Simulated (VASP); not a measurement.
# NaI in VASP: a series of runs

Runs on NaI. Level: PBEsol. Tasks: single point, relaxation of the atoms.

Program: VASP 6.6.1. These are calculated values, not measurements. Logs are shortened: lines on timing, memory, paths and dates and some standing lists are left out, and cuts for length are marked.

## (1) The cell of the first run

Symmetry: R3m, No. 160, trigonal system. Conventional cell: a = 4.526 Å, b = 4.526 Å, c = 11.086 Å, α = 90.00°, β = 90.00°, γ = 120.00°. Na (site symmetry 3m) has 6 I at 3.19 to 3.21 Å within 4.2 Å. Within 4.2 Å of I (site symmetry 3m) lie 6 Na at 3.19 to 3.21 Å.

## (2) Single point, PBEsol (0.01, 0.01] A)

INCAR reads:

```
ALGO     = Normal         # electronic algorithm
EDIFF    = 1E-6           # SCF threshold, eV
ENCUT    = 520            # plane-wave cutoff, eV
GGA      = PS             # functional
ISIF     = 2              # what is computed and relaxed
ISMEAR   = 0              # smearing method
LASPH    = T              # aspherical terms in the spheres
LCHARG   = T              # write CHGCAR
LELF     = T              # ELF
LREAL    = F              # projectors in reciprocal space
LVHAR    = T            
LWAVE    = F              # write WAVECAR
NBANDS   = 14             # bands
NELM     = 80             # most SCF steps
PREC     = Accurate       # precision mode
SIGMA    = 0.01           # smearing width, eV
```

KPOINTS reads:

```
k-points
0
Gamma
  8 8 8
```

POSCAR reads:

```
NaI
1.0
    0.0000000000      3.2002504140      3.2002504140
    3.2002504140      0.0000000000      3.2002504140
    3.2002504140      3.2002504140      0.0000000000
Na I
1 1
Direct
    0.0015623777      0.0015623777      0.0015623777
    0.5000000000      0.5000000000      0.5000000000
```

Potentials or basis: VASP PAW PBE potentials, release 64 (Na_pv, I).

The run is started by

```
cat potpaw_PBE.64/Na_pv/POTCAR potpaw_PBE.64/I/POTCAR > POTCAR
mpirun -np 1 vasp_std > vasp.out
```

OUTCAR:

```text
EDIFF = 1E-6
   ENCUT = 520
   GGA = PS
   ISIF = 2
   ISMEAR = 0
   LASPH = T
   LREAL = F
   NELM = 80
   PREC = Accurate

 ion  position               nearest neighbor table
   1  0.002  0.002  0.002-
   2  0.500  0.500  0.500-

  LATTYP: Found a face centered cubic cell.
 ALAT       =     6.4005008280

  Lattice vectors:

 A1 = (   0.0000000000,   3.2002504140,   3.2002504140)
 A2 = (   3.2002504140,   0.0000000000,   3.2002504140)
 A3 = (   3.2002504140,   3.2002504140,   0.0000000000)

Analysis of symmetry for initial positions (statically):
=====================================================================
 Subroutine PRICEL returns:
 Original cell was already a primitive cell.

 Routine SETGRP: Setting up the symmetry group for a
 face centered cubic supercell.

 Subroutine GETGRP returns: Found  6 space group operations
 (whereof  6 operations were pure point group operations)
 out of a pool of 48 trial point group operations.

The static configuration has the point symmetry C_3v.

Analysis of symmetry for dynamics (positions and initial velocities):
=====================================================================
 Subroutine PRICEL returns:
 Original cell was already a primitive cell.

 Routine SETGRP: Setting up the symmetry group for a
 face centered cubic supercell.

 Subroutine GETGRP returns: Found  6 space group operations
 (whereof  6 operations were pure point group operations)
 out of a pool of 48 trial point group operations.

The dynamic configuration has the point symmetry C_3v.

 Subroutine INISYM returns: Found  6 space group operations
 (whereof  6 operations are pure point group operations),
 and found     1 'primitive' translations

----------------------------------------------------------------------------------------

                                     Primitive cell

  volume of cell :      65.5514

  direct lattice vectors                    reciprocal lattice vectors
     0.000000000  3.200250414  3.200250414    -0.156237774  0.156237774  0.156237774
     3.200250414  0.000000000  3.200250414     0.156237774 -0.156237774  0.156237774
     3.200250414  3.200250414  0.000000000     0.156237774  0.156237774 -0.156237774

  length of vectors
     4.525837538  4.525837538  4.525837538     0.270611762  0.270611762  0.270611762

  position of ions in fractional coordinates (direct lattice)
     0.001562378  0.001562378  0.001562378
     0.500000000  0.500000000  0.500000000

  ion indices of the primitive-cell ions
   primitive index   ion index
                 1           1
                 2           2

----------------------------------------------------------------------------------------

 KPOINTS: k-points

Automatic generation of k-mesh.
 Grid dimensions read from file:
 generate k-points for:    8    8    8

 Generating k-lattice:

  Cartesian coordinates                     Fractional coordinates (reciprocal lattice)
    -0.019529722  0.019529722  0.019529722     0.125000000  0.000000000  0.000000000
     0.019529722 -0.019529722  0.019529722     0.000000000  0.125000000  0.000000000
     0.019529722  0.019529722 -0.019529722     0.000000000  0.000000000  0.125000000

  Length of vectors
     0.033826470  0.033826470  0.033826470

  Shift w.r.t. Gamma in fractional coordinates (k-lattice)
     0.000000000  0.000000000  0.000000000

 Subroutine IBZKPT returns following result:
 ===========================================

 Found     65 irreducible k-points:

 Following reciprocal coordinates:
            Coordinates               Weight
  0.000000  0.000000  0.000000      1.000000
  0.125000  0.000000  0.000000      6.000000
  0.125000  0.125000  0.125000      2.000000
  0.250000  0.000000  0.000000      6.000000
  0.250000  0.250000  0.250000      2.000000
  0.375000  0.000000  0.000000      6.000000
[... 16 lines left out ...]
 -0.250000  0.125000  0.000000     12.000000
  0.125000  0.125000  0.375000      6.000000
 [... further k-points ...]
   k-points           NKPTS =     65   k-points in BZ     NKDIM =     65   number of bands    NBANDS=     14
   number of dos      NEDOS =    301   number of ions     NIONS =      2
   total plane-waves  NPLWV =  46656
   dimension x,y,z NGX =    36 NGY =   36 NGZ =   36
   dimension x,y,z NGXF=    72 NGYF=   72 NGZF=   72
   ions per type =               1   1
   NGX,Y,Z   is equivalent  to a cutoff of  13.22, 13.22, 13.22 a.u.
   NGXF,Y,Z  is equivalent  to a cutoff of  26.45, 26.45, 26.45 a.u.
 SYSTEM =  unknown system
   PREC   = accura    normal or accurate (medium, high low for compatibility)
   ISTART =      0    job   : 0-new  1-cont  2-samecut
   ICHARG =      2    charge: 1-file 2-atom 10-const
   ISPIN  =      1    spin polarized calculation?
   LNONCOLLINEAR =      F non collinear calculations
   LSORBIT =      F    spin-orbit coupling
   LASPH  =      T    aspherical Exc in radial PAW
   ENCUT  =  520.0 eV  38.22 Ry    6.18 a.u.   8.42  8.42  8.42*2*pi/ulx,y,z
   NELM   =     80;   NELMIN=  2; NELMDL= -5     # of ELM steps
   EDIFF  = 0.1E-05   stopping-criterion for ELM
   LREAL  =      F    real-space projection
[... 7 lines left out ...]
   TEBEG  =    0.0;   TEEND  =   0.0 temperature during run
   PSTRESS=    0.0 pullay stress
   NELECT =      14.0000    total number of electrons
   NUPDOWN=      -1.0000    fix difference up-down
   EMIN   =  10.00;   EMAX   =-10.00  energy-range for DOS
   EFERMI =   0.00;   METHOD = LEGACY
   ISMEAR =     0;   SIGMA  =   0.01  broadening in eV -4-tet -1-fermi 0-gaus
   EFERMI_NEDOS =   21; number of points for ismear=-14 and -15
   IALGO  =     38    algorithm
   IMIX   =      4    mixing-type and parameters
     AMIX     =   0.40;   BMIX     =  1.00
     AMIX_MAG =   1.60;   BMIX_MAG =  1.00
  volume/ion in A,a.u.               =      32.78       221.18
  Fermi-wavevector in a.u.,A,eV,Ry     =   0.978566  1.849222 13.028828  0.957592
  Thomas-Fermi vector in A             =   2.109352
   LORBIT       =      0    0 simple, 1 ext, 2 COOP (PROOUT), +10 PAW based schemes
   GGA     = PS    functional components
   LHFCALC =     F    Hartree Fock is set to
   AEXX    =    0.0000 exact exchange contribution
   IVDW    =     0    specifies the selected vdW correction
   LEPSILON=     F    determine dielectric tensor
   LRPA    =     F    only Hartree local field effects (RPA)
 non-spin polarized calculation
 Gauss-broadening in eV      SIGMA  =   0.01
  energy-cutoff  :      520.00
  volume of cell :       65.55
 maximum number of plane-waves:      1807
 NGX is ok and might be reduce to    36
   NGX = 17   NGY = 17   NGZ = 17

 number of electron      14.0000000 magnetization

 Free energy of the ion-electron system (eV)
  ---------------------------------------------------
  ext. energy  EPLUGINS =         0.00000000
  ---------------------------------------------------
  free energy    TOTEN  =        -5.66968729 eV

  energy without entropy =       -5.66968729  energy(sigma->0) =       -5.66968729

 E-fermi :   1.0050     XC(G=0):  -7.9832

 val. band max:        0.9553566275   @ k =   0.0000   0.0000   0.0000
 cond. band min:       4.5487502003   @ k =   0.0000   0.0000   0.0000
 fundamental gap:      3.5933935729
 Fermi energy:         1.0050310168

 k-point     1 :       0.0000    0.0000    0.0000
  band No.  band energies     occupation
      1     -21.2533      2.00000
      2     -21.2533      2.00000
      3     -21.2533      2.00000
      4     -10.1916      2.00000
      5       0.9552      2.00000
      6       0.9552      2.00000
      7       0.9554      2.00000
      8       4.5488      0.00000
      9       8.7997      0.00000
     10       8.7997      0.00000
     11       8.7999      0.00000
     12      10.7270      0.00000
     13      10.7270      0.00000
     14      11.2136      0.00000

 k-point     2 :       0.1250    0.0000    0.0000
  band No.  band energies     occupation
      1     -21.2543      2.00000
      2     -21.2533      2.00000
      3     -21.2533      2.00000
      4     -10.1439      2.00000
      5       0.4543      2.00000
      6       0.9064      2.00000
      7       0.9065      2.00000
      8       5.0939      0.00000
      9       8.4175      0.00000
     10       8.9605      0.00000
     11       8.9606      0.00000
     12      10.2883      0.00000
     13      10.2885      0.00000
     14      11.8559      0.00000

 k-point     3 :       0.1250    0.1250    0.1250
  band No.  band energies     occupation
      1     -21.2543      2.00000
      2     -21.2533      2.00000
      3     -21.2533      2.00000
      4     -10.1439      2.00000
      5       0.4543      2.00000
      6       0.9064      2.00000
      7       0.9064      2.00000
      8       5.0939      0.00000
      9       8.4176      0.00000
     10       8.9604      0.00000
     11       8.9604      0.00000
     12      10.2884      0.00000
     13      10.2884      0.00000
     14      11.8561      0.00000
[... 324 lines left out ...]
 k-point    23 :      -0.2500    0.1250    0.0000
  band No.  band energies     occupation
      1     -21.2574      2.00000
      2     -21.2543      2.00000
      3     -21.2534      2.00000
      4      -9.9505      2.00000
      5      -0.6932      2.00000
      6       0.4241      2.00000
      7       0.7763      2.00000
      8       6.3833      0.00000
      9       8.2863      0.00000
     10       8.3983      0.00000
     11       8.8810      0.00000
     12      10.1288      0.00000
     13      12.0139      0.00000
     14      12.2094      0.00000

 k-point    24 :       0.1250    0.1250    0.3750
  band No.  band energies     occupation
      1     -21.2574      2.00000
      2     -21.2543      2.00000
      3     -21.2534      2.00000
      4      -9.9505      2.00000
      5      -0.6931      2.00000
      6       0.4242      2.00000
      7       0.7762      2.00000
      8       6.3834      0.00000
      9       8.2861      0.00000
     10       8.3988      0.00000
     11       8.8807      0.00000
     12      10.1286      0.00000
     13      12.0140      0.00000
     14      12.2094      0.00000

 [... further k-points ...]
[... 5 lines left out ...]
  --------------------------------------------------------------------------------------
  -------------------------------------------------------------------------------------
  Total        0.0262223      0.0262223      0.0262223     -0.0001229     -0.0001229     -0.0001229
  in kB        0.6409144      0.6409144      0.6409144     -0.0030033     -0.0030033     -0.0030033
  external PRESSURE =       0.6409144 kB  Pullay stress =       0.0000000 kB

 VOLUME and BASIS-vectors are now :
 -----------------------------------------------------------------------------
  energy-cutoff  :      520.00
  volume of cell :       65.55
      direct lattice vectors                 reciprocal lattice vectors
     0.000000000  3.200250414  3.200250414    -0.156237774  0.156237774  0.156237774
     3.200250414  0.000000000  3.200250414     0.156237774 -0.156237774  0.156237774
     3.200250414  3.200250414  0.000000000     0.156237774  0.156237774 -0.156237774

 POSITION                                       TOTAL-FORCE (eV/Angst)
 -----------------------------------------------------------------------------------
      0.01000      0.01000      0.01000        -0.010159     -0.010159     -0.010159
      3.20025      3.20025      3.20025         0.010159      0.010159      0.010159
 -----------------------------------------------------------------------------------
    total drift:                                0.000118      0.000118      0.000118

  FREE ENERGIE OF THE ION-ELECTRON SYSTEM (eV)
  ---------------------------------------------------
  free  energy   TOTEN  =        -5.6696872863 eV

  energy  without entropy=       -5.6696872863  energy(sigma->0) =       -5.66968729
```

Wall time 89 s (1 thread of Intel Xeon 8259CL, shared host); peak memory 0.24 GiB.

Results:

| Item | Value |
| --- | --- |
| Free energy | -5.6697 eV |
| Pressure | 0.1 GPa |
| Largest force | 0.018 eV/Å |
| Band gap on the k mesh | 3.59 eV |

Forces in eV/Å, atoms in the order of the input:
```
Na  -0.010 -0.010 -0.010
I    0.010  0.010  0.010
```

Caveat: the cell differs from its parent crystal (0.01, 0.01] A); the PAW data sets were made with another functional, which shifts forces and pressure a little; spin-orbit coupling is left out, which moves the levels of the heavy elements.

## (3) Single point, PBEsol (-0.01, -0.01] A)

INCAR reads:

```
SYSTEM = NaI
ALGO = Normal ; EDIFF = 1E-7
ENCUT = 520 ; GGA = PS
ISIF = 2 ; ISMEAR = 0
LASPH = .TRUE. ; LCHARG = .FALSE.
LREAL = .FALSE. ; LWAVE = .FALSE.
NBANDS = 14 ; NELM = 60
PREC = Accurate ; SIGMA = 0.01
```

KPOINTS reads:

```
k-points
0
G
  8 8 8
  0 0 0
```

POSCAR: that of step 2 with these lines changed.

```diff
@@ -8,3 +8,3 @@
 Direct
-    0.0015623777      0.0015623777      0.0015623777
+   -0.0015623777     -0.0015623777     -0.0015623777
     0.5000000000      0.5000000000      0.5000000000
```

Potentials or basis: VASP PAW PBE potentials, release 64 (Na_pv, I).

The run is started by

```
cat potpaw_PBE.64/Na_pv/POTCAR potpaw_PBE.64/I/POTCAR > POTCAR
mpirun -np 1 vasp_std > vasp.out
```

Wall time 81 s (1 thread of Intel Xeon 8259CL, shared host); peak memory 0.24 GiB.

The run converged. Its results:

```
Free energy            : -5.6697 eV
Pressure               : 0.1 GPa
Largest force          : 0.018 eV/Å
Band gap on the k mesh : 3.59 eV
```

Forces on the atoms (eV/Å):
```
Na   0.010  0.010  0.010
I   -0.010 -0.010 -0.010
```

Levels at points of the mesh, in eV from the valence-band top:
```
           k point  band 3  band 4  band 5  band 6  band 7  band 8  band 9  band 10  band 11  band 12
(0.00, 0.00, 0.00)  -22.21  -11.15    0.00    0.00    0.00    3.59    7.84     7.84     7.84     9.77
(0.50, 0.00, 0.00)  -22.21  -10.80   -2.34   -0.31   -0.31    4.95    7.40     7.40     8.94    10.23
(0.50, 0.50, 0.50)  -22.21  -10.80   -2.34   -0.31   -0.31    4.95    7.40     7.40     8.94    10.23
(0.50, 0.50, 0.00)  -22.21  -10.71   -2.05   -0.80   -0.80    4.46    5.36     9.93    11.40    11.40
```

Caveat: the cell differs from its parent crystal (-0.01, -0.01] A); the PAW data sets were made with another functional, which shifts forces and pressure a little; spin-orbit coupling is left out, which moves the levels of the heavy elements.

## (4) Relaxation of the atoms, PBEsol (equal xy, yz and zx engineering shears of -0.5 %)

INCAR reads:

```
SYSTEM = NaI
PREC = Accurate
ENCUT = 520
EDIFF = 1E-7
ISMEAR = 0
SIGMA = 0.01
LREAL = .FALSE.
LASPH = .TRUE.
NELM = 100
ALGO = Normal
ISIF = 2
LWAVE = .FALSE.
LCHARG = .FALSE.
GGA = PS
IBRION = 2
NSW = 50
EDIFFG = -0.002
```

KPOINTS reads:

```
regular mesh
0
G
  8 8 8
  0 0 0
```

POSCAR reads:

```
NaI
1.0
   -0.0160012521      3.1922497880      3.1922497880
    3.1922497880     -0.0160012521      3.1922497880
    3.1922497880      3.1922497880     -0.0160012521
Na I
1 1
Direct
    0.0000000000      0.0000000000      0.0000000000
    0.5000000000      0.5000000000      0.5000000000
```

Potentials or basis: VASP PAW PBE potentials, release 64 (Na_pv, I).

The run is started by

```
cat potpaw_PBE.64/Na_pv/POTCAR potpaw_PBE.64/I/POTCAR > POTCAR
mpirun -np 1 vasp_std > vasp.out
```

OUTCAR:

```text
SYSTEM = NaI
   PREC = Accurate
   ENCUT = 520
   EDIFF = 1E-7
   ISMEAR = 0
   LREAL = .FALSE.
   LASPH = .TRUE.
   NELM = 100
   ISIF = 2
   GGA = PS
   IBRION = 2
   NSW = 50
   EDIFFG = -0.002

 ion  position               nearest neighbor table
   1  0.000  0.000  0.000-
   2  0.500  0.500  0.500-

  LATTYP: Found a trigonal (rhomboedric) cell.
 ALAT       =     4.5145513020
 COS(alpha) =     0.4949812503

  Lattice vectors:

 A1 = (  -0.0160012521,   3.1922497880,   3.1922497880)
 A2 = (   3.1922497880,  -0.0160012521,   3.1922497880)
 A3 = (   3.1922497880,   3.1922497880,  -0.0160012521)

Analysis of symmetry for initial positions (statically):
=====================================================================
 Subroutine PRICEL returns:
 Original cell was already a primitive cell.

 Routine SETGRP: Setting up the symmetry group for a
 trigonal (rhombohedral) supercell.

 Subroutine GETGRP returns: Found 12 space group operations
 (whereof 12 operations were pure point group operations)
[... 175 lines left out ...]
      1     -21.2539      2.00000
      2     -21.2532      2.00000
      3     -21.2532      2.00000
      4     -10.1910      2.00000
      5       0.9447      2.00000
      6       0.9447      2.00000
      7       0.9786      2.00000
      8       4.5487      0.00000
      9       8.7707      0.00000
     10       8.7707      0.00000
     11       8.8595      0.00000
[... 309 lines left out ...]
 k-point    24 :       0.3750    0.1250    0.1250
  band No.  band energies     occupation
      1     -21.2575      2.00000
      2     -21.2546      2.00000
      3     -21.2533      2.00000
      4      -9.9494      2.00000
      5      -0.6989      2.00000
      6       0.4392      2.00000
      7       0.7696      2.00000
      8       6.3869      0.00000
      9       8.2775      0.00000
     10       8.4018      0.00000
     11       8.8644      0.00000

 [... further k-points ...]

------------------------ aborting loop because EDIFF is reached ----------------------------------------

  FORCE on cell =-STRESS in cart. coord.  units (eV):
  Direction    XX          YY          ZZ          XY          YZ          ZX
  --------------------------------------------------------------------------------------
  -------------------------------------------------------------------------------------
  Total        0.0242565      0.0242565      0.0242565      0.0137205      0.0137205      0.0137205
  in kB        0.5928767      0.5928767      0.5928767      0.3353554      0.3353554      0.3353554
  external PRESSURE =       0.5928767 kB  Pullay stress =       0.0000000 kB

 VOLUME and BASIS-vectors are now :
 -----------------------------------------------------------------------------
  energy-cutoff  :      520.00
  volume of cell :       65.55
      direct lattice vectors                 reciprocal lattice vectors
    -0.016001252  3.192249788  3.192249788    -0.155456575  0.156239732  0.156239732
     3.192249788 -0.016001252  3.192249788     0.156239732 -0.155456575  0.156239732
     3.192249788  3.192249788 -0.016001252     0.156239732  0.156239732 -0.155456575

 POSITION                                       TOTAL-FORCE (eV/Angst)
 -----------------------------------------------------------------------------------
      0.00000      0.00000      0.00000        -0.000000      0.000000      0.000000
      3.18425      3.18425      3.18425         0.000000     -0.000000     -0.000000
 -----------------------------------------------------------------------------------
    total drift:                                0.000000      0.000000      0.000000

  FREE ENERGIE OF THE ION-ELECTRON SYSTEM (eV)
  ---------------------------------------------------
  free  energy   TOTEN  =        -5.6697333327 eV

  energy  without entropy=       -5.6697333327  energy(sigma->0) =       -5.66973333

 reached required accuracy - stopping structural energy minimisation
```

CONTCAR:

```text
NaI
   1.00000000000000
    -0.0160012521000000    3.1922497879999998    3.1922497879999998
     3.1922497879999998   -0.0160012521000000    3.1922497879999998
     3.1922497879999998    3.1922497879999998   -0.0160012521000000
  Na              I
     1     1
Direct
     0.0000000000000000    0.0000000000000000    0.0000000000000000
     0.5000000000000000    0.5000000000000000    0.5000000000000000

  0.00000000E+00  0.00000000E+00  0.00000000E+00
  0.00000000E+00  0.00000000E+00  0.00000000E+00
```

Run time: 59 s. Hardware: 1 thread of Intel Xeon 8259CL, shared host; peak memory 0.23 GiB.

What came out:

| Quantity | Value |
| --- | --- |
| Free energy | -5.6697 eV |
| Pressure after relaxing | 0.1 GPa |
| Band gap on the k mesh | 3.57 eV |

Final structure:
```
CELL_PARAMETERS angstrom
-0.01600 3.19225 3.19225
3.19225 -0.01600 3.19225
3.19225 3.19225 -0.01600
ATOMIC_POSITIONS crystal
Na 0.00000 0.00000 0.00000
I 0.50000 0.50000 0.50000
```

Caveat: the cell differs from its parent crystal (equal xy, yz and zx engineering shears of -0.5 %); the PAW data sets were made with another functional, which shifts forces and pressure a little; spin-orbit coupling is left out, which moves the levels of the heavy elements.
